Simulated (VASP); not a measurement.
# TiCo (P4/mmm) in VASP: a series of runs

Runs on TiCo. Level: LDA. Tasks: single point.

All numbers are computed with VASP 6.6.1; they aren't measurements. Logs are shortened: lines on timing, memory, paths and dates and some standing lists are left out, and cuts for length are marked.

### Step 1. The cell of the first run

The structure is tetragonal, space group P4/mmm (No. 123). The conventional cell has a = 3.016 Å, b = 3.016 Å, c = 2.926 Å, α = 90.00°, β = 90.00°, γ = 90.00°. Within 3.4 Å of Ti (site symmetry 4/mmm) lie 8 Co at 2.59 Å and 6 Ti at 2.93 to 3.02 Å. Within 3.4 Å of Co (site symmetry 4/mmm) lie 8 Ti at 2.59 Å and 6 Co at 2.93 to 3.02 Å.

### Step 2. Single point, LDA, collinear spin, ferrimagnetic start (stretched by -2 % along [0.0, 0.0, 1.0] at fixed volume)

INCAR reads:

```
  ALGO = Normal
  EDIFF = 1E-6
  ENCUT = 520
  GGA = CA
  ISIF = 2
  ISMEAR = -1
  ISPIN = 2
  LASPH = True
  LCHARG = False
  LMAXMIX = 4
  LORBIT = 11
  LREAL = False
  LWAVE = False
  MAGMOM = -1 2
  NBANDS = 22
  NELM = 150
  PREC = Accurate
  SIGMA = 0.05
```

KPOINTS reads:

```
k-points
0
Gamma
  12 12 12
```

POSCAR reads:

```
TiCo
1.0
    3.0164276150      0.0000000000      0.0000000000
    0.0000000000      3.0164276150      0.0000000000
    0.0000000000      0.0000000000      2.9263887702
Ti Co
1 1
Direct
    0.0000000000      0.0000000000      0.0000000000
    0.5000000000      0.5000000000      0.5000000000
```

Potentials or basis: VASP PAW LDA potentials, release 64 (Ti_sv, Co).

Command:

```bash
cat potpaw_LDA.64/Ti_sv/POTCAR potpaw_LDA.64/Co/POTCAR > POTCAR
mpirun -np 1 vasp_std > vasp.out
```

OUTCAR:

```text
EDIFF = 1E-6
   ENCUT = 520
   GGA = CA
   ISIF = 2
   ISMEAR = -1
   ISPIN = 2
   LASPH = True
   LORBIT = 11
   LREAL = False
   NELM = 150
   PREC = Accurate

 ion  position               nearest neighbor table
   1  0.000  0.000  0.000-   2 2.59   2 2.59   2 2.59   2 2.59   2 2.59   2 2.59   2 2.59   2 2.59

   2  0.500  0.500  0.500-   1 2.59   1 2.59   1 2.59   1 2.59   1 2.59   1 2.59   1 2.59   1 2.59

  LATTYP: Found a simple tetragonal cell.
 ALAT       =     3.0164276150
 C/A-ratio  =     0.9701505037

  Lattice vectors:

 A1 = (   3.0164276150,   0.0000000000,   0.0000000000)
 A2 = (   0.0000000000,   3.0164276150,   0.0000000000)
 A3 = (   0.0000000000,   0.0000000000,   2.9263887702)

Analysis of symmetry for initial positions (statically):
=====================================================================
 Subroutine PRICEL returns:
 Original cell was already a primitive cell.

 Routine SETGRP: Setting up the symmetry group for a
 simple tetragonal supercell.

 Subroutine GETGRP returns: Found 16 space group operations
 (whereof 16 operations were pure point group operations)
 out of a pool of 16 trial point group operations.

The static configuration has the point symmetry D_4h.

Analysis of symmetry for dynamics (positions and initial velocities):
=====================================================================
 Subroutine PRICEL returns:
 Original cell was already a primitive cell.

 Routine SETGRP: Setting up the symmetry group for a
 simple tetragonal supercell.

 Subroutine GETGRP returns: Found 16 space group operations
 (whereof 16 operations were pure point group operations)
 out of a pool of 16 trial point group operations.

The dynamic configuration has the point symmetry D_4h.

Analysis of structural, dynamic, and magnetic symmetry:
=====================================================================
 Subroutine PRICEL returns:
 Original cell was already a primitive cell.

 Routine SETGRP: Setting up the symmetry group for a
 simple tetragonal supercell.

 Subroutine GETGRP returns: Found 16 space group operations
 (whereof 16 operations were pure point group operations)
 out of a pool of 16 trial point group operations.

The overall configuration has the point symmetry D_4h.

 Subroutine INISYM returns: Found 16 space group operations
 (whereof 16 operations are pure point group operations),
 and found     1 'primitive' translations

----------------------------------------------------------------------------------------

                                     Primitive cell

  volume of cell :      26.6267

  direct lattice vectors                    reciprocal lattice vectors
     3.016427615  0.000000000  0.000000000     0.331517983  0.000000000  0.000000000
     0.000000000  3.016427615  0.000000000     0.000000000  0.331517983  0.000000000
     0.000000000  0.000000000  2.926388770     0.000000000  0.000000000  0.341718096

  length of vectors
     3.016427615  3.016427615  2.926388770     0.331517983  0.331517983  0.341718096

  position of ions in fractional coordinates (direct lattice)
     0.000000000  0.000000000  0.000000000
     0.500000000  0.500000000  0.500000000

  ion indices of the primitive-cell ions
   primitive index   ion index
                 1           1
                 2           2

----------------------------------------------------------------------------------------

 KPOINTS: k-points

Automatic generation of k-mesh.
 Grid dimensions read from file:
 generate k-points for:   12   12   12

 Generating k-lattice:

  Cartesian coordinates                     Fractional coordinates (reciprocal lattice)
     0.027626499  0.000000000  0.000000000     0.083333333  0.000000000  0.000000000
     0.000000000  0.027626499  0.000000000     0.000000000  0.083333333  0.000000000
     0.000000000  0.000000000  0.028476508     0.000000000  0.000000000  0.083333333

  Length of vectors
     0.027626499  0.027626499  0.028476508

  Shift w.r.t. Gamma in fractional coordinates (k-lattice)
     0.000000000  0.000000000  0.000000000

 Subroutine IBZKPT returns following result:
 ===========================================

 Found    196 irreducible k-points:

 Following reciprocal coordinates:
            Coordinates               Weight
  0.000000  0.000000  0.000000      1.000000
  0.083333  0.000000  0.000000      4.000000
  0.166667  0.000000  0.000000      4.000000
  0.250000  0.000000  0.000000      4.000000
  0.333333  0.000000  0.000000      4.000000
  0.416667  0.000000  0.000000      4.000000
[... 16 lines left out ...]
  0.333333  0.333333  0.000000      4.000000
  0.416667  0.333333  0.000000      8.000000
 [... further k-points ...]
   k-points           NKPTS =    196   k-points in BZ     NKDIM =    196   number of bands    NBANDS=     22
   number of dos      NEDOS =    301   number of ions     NIONS =      2
   total plane-waves  NPLWV =  13824
   dimension x,y,z NGX =    24 NGY =   24 NGZ =   24
   dimension x,y,z NGXF=    48 NGYF=   48 NGZF=   48
   ions per type =               1   1
   NGX,Y,Z   is equivalent  to a cutoff of  13.23, 13.23, 13.63 a.u.
   NGXF,Y,Z  is equivalent  to a cutoff of  26.45, 26.45, 27.27 a.u.
 SYSTEM =  unknown system
   PREC   = accura    normal or accurate (medium, high low for compatibility)
   ISTART =      0    job   : 0-new  1-cont  2-samecut
   ICHARG =      2    charge: 1-file 2-atom 10-const
   ISPIN  =      2    spin polarized calculation?
   LNONCOLLINEAR =      F non collinear calculations
   LSORBIT =      F    spin-orbit coupling
   LASPH  =      T    aspherical Exc in radial PAW
   ENCUT  =  520.0 eV  38.22 Ry    6.18 a.u.   5.61  5.61  5.44*2*pi/ulx,y,z
   NELM   =    150;   NELMIN=  2; NELMDL= -5     # of ELM steps
   EDIFF  = 0.1E-05   stopping-criterion for ELM
   LREAL  =      F    real-space projection
   EDIFFG = 0.1E-04   stopping-criterion for IOM
   NSW    =      0    number of steps for IOM
   IBRION =     -1    ionic relax: 0-MD 1-quasi-New 2-CG
   NFREE  =      0    steps in history (QN), initial steepest desc. (CG)
   ISIF   =      2    stress and relaxation
   ISYM   =      2    0-nonsym 1-usesym 2-fastsym
   POTIM  = 0.5000    time-step for ionic-motion
   TEBEG  =    0.0;   TEEND  =   0.0 temperature during run
   PSTRESS=    0.0 pullay stress
   NELECT =      21.0000    total number of electrons
   NUPDOWN=      -1.0000    fix difference up-down
   EMIN   =  10.00;   EMAX   =-10.00  energy-range for DOS
   EFERMI =   0.00;   METHOD = LEGACY
   ISMEAR =    -1;   SIGMA  =   0.05  broadening in eV -4-tet -1-fermi 0-gaus
   EFERMI_NEDOS =   21; number of points for ismear=-14 and -15
   IALGO  =     38    algorithm
   IMIX   =      4    mixing-type and parameters
     AMIX     =   0.40;   BMIX     =  1.00
     AMIX_MAG =   1.60;   BMIX_MAG =  1.00
  volume/ion in A,a.u.               =      13.31        89.84
  Fermi-wavevector in a.u.,A,eV,Ry     =   1.512546  2.858298 31.127355  2.287796
  Thomas-Fermi vector in A             =   2.622456
   LORBIT       =     11    0 simple, 1 ext, 2 COOP (PROOUT), +10 PAW based schemes
   GGA     = CA    functional components
   LHFCALC =     F    Hartree Fock is set to
   AEXX    =    0.0000 exact exchange contribution
   IVDW    =     0    specifies the selected vdW correction
   LEPSILON=     F    determine dielectric tensor
   LRPA    =     F    only Hartree local field effects (RPA)
 spin polarized calculation
  energy-cutoff  :      520.00
  volume of cell :       26.63
 maximum number of plane-waves:       733
 NGX is ok and might be reduce to    24
   NGX = 11   NGY = 11   NGZ = 11

 number of electron      20.9999996 magnetization       0.1796425

 Free energy of the ion-electron system (eV)
  ---------------------------------------------------
  ext. energy  EPLUGINS =         0.00000000
  ---------------------------------------------------
  free energy    TOTEN  =       -17.49002705 eV

  energy without entropy =      -17.46561220  energy(sigma->0) =      -17.47781963

 E-fermi :   9.6220     XC(G=0): -12.8842

 val. band max:        9.6217285504   @ k =   0.3333   0.3333   0.5000
 cond. band min:       9.6230727079   @ k =   0.4167   0.2500   0.0833
 fundamental gap:      0.0013441576
 Fermi energy:         9.6220422889

 spin component 1

 k-point     1 :       0.0000    0.0000    0.0000
  band No.  band energies     occupation
      1     -46.8708      1.00000
      2     -23.3551      1.00000
      3     -23.3551      1.00000
      4     -23.3147      1.00000
      5       2.0399      1.00000
      6       5.8063      1.00000
[... 14 lines left out ...]
     21      28.9995      0.00000
     22      30.3978      0.00000
[... 552 lines left out ...]
  band No.  band energies     occupation
      1     -46.8225      1.00000
      2     -23.5869      1.00000
      3     -23.5317      1.00000
      4     -23.2777      1.00000
      5       5.3236      1.00000
      6       6.0691      1.00000
[... 14 lines left out ...]
     21      26.6481      0.00000
     22      29.6054      0.00000

 [... further k-points ...]

 spin component 2

 k-point     1 :       0.0000    0.0000    0.0000
  band No.  band energies     occupation
      1     -46.8660      1.00000
      2     -23.3506      1.00000
      3     -23.3506      1.00000
      4     -23.3102      1.00000
      5       2.0541      1.00000
      6       5.9057      1.00000
[... 14 lines left out ...]
     21      29.0334      0.00000
     22      30.3999      0.00000
[... 552 lines left out ...]
  band No.  band energies     occupation
      1     -46.8177      1.00000
      2     -23.5827      1.00000
      3     -23.5274      1.00000
      4     -23.2732      1.00000
      5       5.3721      1.00000
      6       6.1337      1.00000
[... 14 lines left out ...]
     21      26.6516      0.00000
     22      29.6264      0.00000

 [... further k-points ...]

------------------------ aborting loop because EDIFF is reached ----------------------------------------

  FORCE on cell =-STRESS in cart. coord.  units (eV):
  Direction    XX          YY          ZZ          XY          YZ          ZX
  --------------------------------------------------------------------------------------
  -------------------------------------------------------------------------------------
  Total       -2.5878632     -2.5878632     -2.4089699      0.0000000     -0.0000000     -0.0000000
  in kB     -155.7162960   -155.7162960   -144.9519667      0.0000000     -0.0000000     -0.0000000
  external PRESSURE =    -152.1281862 kB  Pullay stress =       0.0000000 kB

 VOLUME and BASIS-vectors are now :
 -----------------------------------------------------------------------------
  energy-cutoff  :      520.00
  volume of cell :       26.63
      direct lattice vectors                 reciprocal lattice vectors
     3.016427615  0.000000000  0.000000000     0.331517983  0.000000000  0.000000000
     0.000000000  3.016427615  0.000000000     0.000000000  0.331517983  0.000000000
     0.000000000  0.000000000  2.926388770     0.000000000  0.000000000  0.341718096

 POSITION                                       TOTAL-FORCE (eV/Angst)
 -----------------------------------------------------------------------------------
      0.00000      0.00000      0.00000         0.000000      0.000000      0.000000
      1.50821      1.50821      1.46319         0.000000      0.000000      0.000000
 -----------------------------------------------------------------------------------
    total drift:                                0.000000      0.000000     -0.000000

  FREE ENERGIE OF THE ION-ELECTRON SYSTEM (eV)
  ---------------------------------------------------
  free  energy   TOTEN  =       -17.4900270525 eV

  energy  without entropy=      -17.4656121990  energy(sigma->0) =      -17.47781963

 total charge

# of ion       s       p       d       tot
------------------------------------------
    1        2.249   6.174   1.878  10.300
    2        0.524   0.434   7.364   8.323
--------------------------------------------------
tot          2.773   6.608   9.242  18.623

 magnetization (x)

# of ion       s       p       d       tot
------------------------------------------
    1       -0.000  -0.001   0.005   0.003
    2        0.006   0.001   0.172   0.179
--------------------------------------------------
tot          0.006  -0.001   0.176   0.182
```

Wall time 2.4 min (1 thread of Intel Xeon Platinum 8375C at 2.90GHz (Ice Lake), shared host); peak memory 0.27 GiB.

Results:

- Free energy: -17.4900 eV
- Pressure: -15.2 GPa
- Net moment: 0.18 μB per cell
- Site moments: Ti +0.00; Co +0.18 μB
- Valence electrons inside the program's atomic spheres: Ti 10.30; Co 8.32

Levels at points of the mesh, in eV from the Fermi level:
Spin up:
| k point | band 9 | band 10 | band 11 | band 12 | band 13 | band 14 |
| --- | --- | --- | --- | --- | --- | --- |
| (0.00, 0.00, 0.00) | -1.44 | -1.44 | 0.60 | 0.81 | 2.69 | 2.71 |
| (0.50, 0.00, 0.00) | -1.49 | -1.05 | -0.83 | -0.07 | 0.56 | 0.83 |
| (0.50, 0.50, 0.00) | -0.75 | -0.37 | 0.59 | 0.59 | 1.01 | 2.58 |
| (0.00, 0.00, 0.50) | -1.61 | -1.10 | -0.71 | 0.20 | 0.51 | 0.51 |
| (0.50, 0.00, 0.50) | -0.71 | -0.16 | 0.78 | 0.85 | 1.28 | 2.50 |
| (0.50, 0.50, 0.50) | -2.11 | -1.98 | -0.71 | -0.66 | 3.02 | 3.17 |
Spin down:
```
           k point  band 8  band 9  band 10  band 11  band 12  band 13
(0.00, 0.00, 0.00)   -1.46   -1.32    -1.32     0.69     0.91     2.72
(0.50, 0.00, 0.00)   -1.46   -1.36    -0.92    -0.84     0.11     0.57
(0.50, 0.50, 0.00)   -2.19   -0.53    -0.21     0.60     0.60     1.05
(0.00, 0.00, 0.50)   -1.49   -1.49    -0.97    -0.71     0.38     0.51
(0.50, 0.00, 0.50)   -2.39   -0.49     0.00     0.79     0.87     1.32
(0.50, 0.50, 0.50)   -2.10   -2.10    -1.97    -0.49    -0.44     3.02
```

### Step 3. Single point, LDA, collinear spin, ferromagnetic start (stretched by -2 % along [0.0, 0.0, 1.0] at fixed volume)

INCAR reads:

```
SYSTEM = TiCo
ALGO = Normal
EDIFF = 1E-6
ENCUT = 520
GGA = CA
ISIF = 2
ISMEAR = -1
ISPIN = 2
LASPH = .TRUE.
LCHARG = .FALSE.
LMAXMIX = 4
LORBIT = 11
LREAL = .FALSE.
LWAVE = .FALSE.
MAGMOM = 0 0.4
NBANDS = 22
NELM = 150
PREC = Accurate
SIGMA = 0.05
```

KPOINTS reads:

```
k-points
0
G
  12 12 12
  0 0 0
```

POSCAR is that of step 2.

Potentials or basis: VASP PAW LDA potentials, release 64 (Ti_sv, Co).

Command:

```bash
cat potpaw_LDA.64/Ti_sv/POTCAR potpaw_LDA.64/Co/POTCAR > POTCAR
mpirun -np 1 vasp_std > vasp.out
```

It took 1.8 min on 1 thread of Intel Xeon Platinum 8375C at 2.90GHz (Ice Lake), shared host; peak memory 0.28 GiB.

It converged, with:

| Item | Value |
| --- | --- |
| Free energy | -17.4900 eV |
| Pressure | -15.2 GPa |
| Net moment | 0.14 μB per cell |
| Site moments | Ti +0.00; Co +0.14 μB |
| Valence electrons inside the program's atomic spheres | Ti 10.30; Co 8.32 |

Stress tensor (GPa, compression positive):
```
-15.58   0.00   0.00
  0.00 -15.58   0.00
  0.00   0.00 -14.48
```

Levels at points of the mesh, in eV from the Fermi level:
Spin up:
```tsv
k point	band 9	band 10	band 11	band 12	band 13	band 14
(0.00, 0.00, 0.00)	-1.42	-1.42	0.61	0.82	2.69	2.71
(0.50, 0.00, 0.00)	-1.47	-1.03	-0.84	-0.05	0.56	0.83
(0.50, 0.50, 0.00)	-0.73	-0.36	0.59	0.59	1.01	2.58
(0.00, 0.00, 0.50)	-1.60	-1.09	-0.71	0.22	0.51	0.51
(0.50, 0.00, 0.50)	-0.69	-0.14	0.78	0.85	1.28	2.50
(0.50, 0.50, 0.50)	-2.11	-1.98	-0.69	-0.63	3.02	3.17
```
Spin down:
| k point | band 7 | band 8 | band 9 | band 10 | band 11 | band 12 | band 13 | band 14 |
| --- | --- | --- | --- | --- | --- | --- | --- | --- |
| (0.00, 0.00, 0.00) | -3.67 | -1.47 | -1.33 | -1.33 | 0.68 | 0.90 | 2.71 | 2.73 |
| (0.50, 0.00, 0.00) | -2.29 | -1.47 | -1.37 | -0.93 | -0.84 | 0.10 | 0.57 | 0.84 |
| (0.50, 0.50, 0.00) | -2.20 | -2.20 | -0.55 | -0.23 | 0.60 | 0.60 | 1.05 | 2.62 |
| (0.00, 0.00, 0.50) | -2.22 | -1.50 | -1.50 | -0.98 | -0.71 | 0.36 | 0.51 | 0.51 |
| (0.50, 0.00, 0.50) | -2.41 | -2.40 | -0.52 | -0.01 | 0.79 | 0.87 | 1.32 | 2.54 |
| (0.50, 0.50, 0.50) | -2.28 | -2.10 | -2.10 | -1.97 | -0.51 | -0.46 | 3.02 | 3.17 |
